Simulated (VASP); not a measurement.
# LiGa12O18 (a cell with a defect) in VASP: a series of runs, part 2 of 3

VASP 6.6.1. Earlier steps stand in the parts before.

## Step 4: Single point, PBE

INCAR

```
SYSTEM = LiGa12O18
  ALGO = Normal
  EDIFF = 1E-6
  ENCUT = 520
  GGA = PE
  ISIF = 2
  ISMEAR = -1
  LASPH = .True.
  LCHARG = .True.
  LELF = .True.
  LREAL = Auto
  LVHAR = .True.
  LWAVE = .False.
  NBANDS = 154
  NELECT = 266.0
  NELM = 80
  PREC = Accurate
  SIGMA = 0.01
```

KPOINTS

```
k-points
0
Gamma
  1 1 1
  0 0 0
```

POSCAR

```
LiGa12O18
1.0
    0.0000000000      9.2496621800      0.0000000000
   -1.3977182400      0.0000000000      5.7085775500
    6.2279771500     -1.5416103600      0.0067278600
Ga O Li
12 18 1
Direct
    0.1171564631      0.6421611286      0.6831886534
    0.2297948372      0.2937883187      0.3141563054
    0.3071934414      0.1983622343      0.8305468033
    0.0222032558      0.7764207056      0.1332059130
    0.4432167346      0.6863343110      0.6766431353
    0.5571075365      0.3006206551      0.3186268872
    0.6340554079      0.2111904179      0.8206355894
    0.3660718235      0.7768805519      0.1758542286
    0.7690404237      0.6958118223      0.6742489214
    0.8836528333      0.3239072091      0.3157880909
    0.9701101617      0.2094484883      0.8460434015
    0.6934097586      0.7881678895      0.1687728792
    0.1737044723      0.7178364726     -0.0021064414
    0.1685344112      0.2582699961      0.9989355347
    0.2733099393      0.4109750546      0.6372055058
    0.0427675105      0.5956330596      0.3560549659
    0.0510883111      0.0965248073      0.2894905425
    0.2674142292      0.8882318254      0.6731326597
    0.4987894300      0.7307166353     -0.0027615757
    0.4999331055      0.2580611097      0.9970692844
    0.6077094005      0.4273053349      0.6402270536
    0.3889938769      0.5604193180      0.3550702338
    0.3914251723      0.0904480285      0.3133856808
    0.6055540899      0.8982887282      0.6764606611
    0.8252480073      0.7290384549     -0.0109331894
    0.8267314627      0.2682136359      0.9981865606
    0.9526669971      0.4040180887      0.6408291739
    0.7245133628      0.5724372674      0.3557545181
    0.7245978866      0.0999184403      0.3153803842
    0.9497664457      0.8910804089      0.7084544844
    1.0513402187      0.9567040634      0.5130400518
```

The run is started by

```
> cat potpaw_PBE.64/Ga_d/POTCAR potpaw_PBE.64/O/POTCAR potpaw_PBE.64/Li_sv/POTCAR > POTCAR
> mpirun -np 1 vasp_gam > vasp.out
```

Run time: 2.2 min. Hardware: 1 thread of Intel Xeon Platinum 8259CL at 2.50GHz (Skylake/Cascade Lake), shared host; peak memory 0.37 GiB.

The run converged. Its results:

```
Free energy   : -183.3452 eV
Largest force : 0.310 eV/Å
```

Forces on the atoms (eV/Å):
```
Ga   0.039 -0.021 -0.021
Ga  -0.034 -0.045  0.050
Ga   0.019 -0.017  0.010
Ga  -0.017 -0.007 -0.023
Ga   0.009  0.001  0.004
Ga  -0.012 -0.020  0.014
Ga  -0.021  0.003  0.001
Ga   0.007 -0.016  0.021
Ga  -0.013  0.028 -0.018
Ga  -0.008 -0.003 -0.045
Ga  -0.008 -0.011 -0.021
Ga   0.009 -0.001  0.003
O    0.019 -0.019  0.008
O   -0.018 -0.011  0.006
O    0.014  0.003 -0.005
O    0.007  0.063 -0.059
O   -0.005 -0.015  0.000
O   -0.039 -0.045  0.016
O   -0.010 -0.018  0.000
O    0.014  0.001  0.020
O    0.014 -0.010  0.011
O   -0.016 -0.010  0.013
O   -0.002 -0.027 -0.007
O   -0.018 -0.016  0.039
O   -0.003 -0.008 -0.005
O    0.001 -0.009  0.001
O    0.005 -0.037  0.010
O   -0.020  0.000  0.004
O    0.003 -0.022 -0.011
O   -0.037  0.002 -0.018
Li   0.121  0.286  0.001
```

Levels at points of the mesh, in eV from the Fermi level:
| k point | band 129 | band 130 | band 131 | band 132 | band 133 | band 134 | band 135 | band 136 | band 137 | band 138 |
| --- | --- | --- | --- | --- | --- | --- | --- | --- | --- | --- |
| (0.00, 0.00, 0.00) | -0.78 | -0.65 | -0.50 | -0.46 | -0.36 | 1.63 | 4.82 | 4.86 | 5.14 | 5.32 |

Caveat: the k points lie up to 1.10 Å⁻¹ apart, too coarse for converged energies, forces and pressures; the cell carries a net charge on a neutralising background, which shifts energy and pressure; the cell is charged against a uniform background, so pressure and absolute levels hang on convention.

## Step 5: Single point, PBE

INCAR

```
SYSTEM = LiGa12O18
PREC = Accurate ; ENCUT = 520
EDIFF = 1E-7 ; ISMEAR = -1
SIGMA = 0.01 ; LREAL = Auto
LASPH = .TRUE. ; NELM = 60
ALGO = Normal ; ISIF = 2
LWAVE = .FALSE. ; LCHARG = .TRUE.
GGA = PE ; LELF = .TRUE.
LVHAR = .TRUE. ; NBANDS = 154
NELECT = 266.0
```

KPOINTS

```
regular mesh
0
G
  1 1 1
  0 0 0
```

POSCAR

```
LiGa12O18
1.0
    0.0000000000      9.2496621800      0.0000000000
   -1.3977182400      0.0000000000      5.7085775500
    6.2279771500     -1.5416103600      0.0067278600
Ga O Li
12 18 1
Direct
    0.1169171479      0.6373041346      0.6871315534
    0.2202391419      0.3091409065      0.3134966357
    0.3106802924      0.2004765588      0.8391995695
    0.0215804580      0.7685110034      0.1421461296
    0.4481586095      0.6866750174      0.6787316483
    0.5524003877      0.3019599082      0.3187413543
    0.6356069669      0.2078119916      0.8188532951
    0.3643748762      0.7837238391      0.1765326170
    0.7757917203      0.6881578737      0.6708539083
    0.8799955030      0.3071192956      0.3143175054
    0.9679503020      0.2009218008      0.8365689116
    0.6932537195      0.7844869396      0.1681765490
    0.1710868653      0.7201346497      0.0009669809
    0.1648687431      0.2568908183      0.9946463889
    0.2694188666      0.4065268043      0.6406511831
    0.0595379456      0.5742778752      0.3545279001
    0.0462372989      0.0893333751      0.2942244076
    0.2757624819      0.8876875704      0.6821878126
    0.4981733224      0.7315075928     -0.0008653684
    0.5035954282      0.2600691927      0.9985114435
    0.6052876605      0.4262595918      0.6403319586
    0.3910441868      0.5656146037      0.3561565489
    0.3822899799      0.0984848593      0.3061215606
    0.6120116306      0.8947938661      0.6761175589
    0.8266473546      0.7279667835     -0.0112721269
    0.8284917084      0.2603177392      0.9961560075
    0.9432145418      0.4092510826      0.6417282220
    0.7295804936      0.5672733263      0.3521513041
    0.7177611208      0.0960907456      0.3162263991
    0.9553449075      0.8867385846      0.6881866440
    1.0884643544      0.9652633370      0.5303892569
```

The run is started by

```
> cat potpaw_PBE.64/Ga_d/POTCAR potpaw_PBE.64/O/POTCAR potpaw_PBE.64/Li_sv/POTCAR > POTCAR
> mpirun -np 1 vasp_gam > vasp.out
```

Wall time 2.4 min (1 thread of Intel Xeon Platinum 8259CL at 2.50GHz (Skylake/Cascade Lake), shared host); peak memory 0.37 GiB.

It converged, with:

```yaml
Free_energy: -183.4476 eV
Largest_force: 0.027 eV/Å
```

Forces on the atoms (eV/Å):
```
Ga   0.018 -0.003  0.020
Ga  -0.008 -0.004 -0.001
Ga   0.007  0.006  0.005
Ga  -0.016  0.006 -0.005
Ga   0.015 -0.011 -0.004
Ga  -0.013  0.002  0.003
Ga  -0.008 -0.002 -0.007
Ga   0.004  0.005  0.006
Ga   0.012  0.011 -0.007
Ga  -0.014  0.003 -0.005
Ga   0.009 -0.009  0.005
Ga   0.003  0.001  0.006
O    0.004  0.001 -0.004
O   -0.003 -0.005  0.006
O    0.008  0.020 -0.003
O   -0.002 -0.011 -0.004
O   -0.021  0.002  0.016
O   -0.009  0.003 -0.004
O   -0.008  0.003 -0.007
O    0.009 -0.004  0.006
O    0.011  0.001  0.007
O   -0.012  0.002 -0.005
O    0.013  0.002 -0.020
O   -0.013  0.003  0.018
O   -0.004  0.003 -0.005
O    0.008  0.003  0.007
O    0.007 -0.020  0.002
O   -0.016 -0.007 -0.002
O    0.013  0.003 -0.015
O   -0.009 -0.002 -0.006
Li   0.014 -0.002 -0.005
```

Levels at points of the mesh, in eV from the Fermi level:
```
           k point  band 130  band 131  band 132  band 133  band 134  band 135  band 136  band 137
(0.00, 0.00, 0.00)     -0.66     -0.51     -0.50     -0.38      1.61      4.77      4.88      5.07
```

Caveat: the k points lie up to 1.10 Å⁻¹ apart, too coarse for converged energies, forces and pressures; the cell carries a net charge on a neutralising background, which shifts energy and pressure; the cell is charged against a uniform background, so pressure and absolute levels hang on convention.

[end of part 2 of 3]
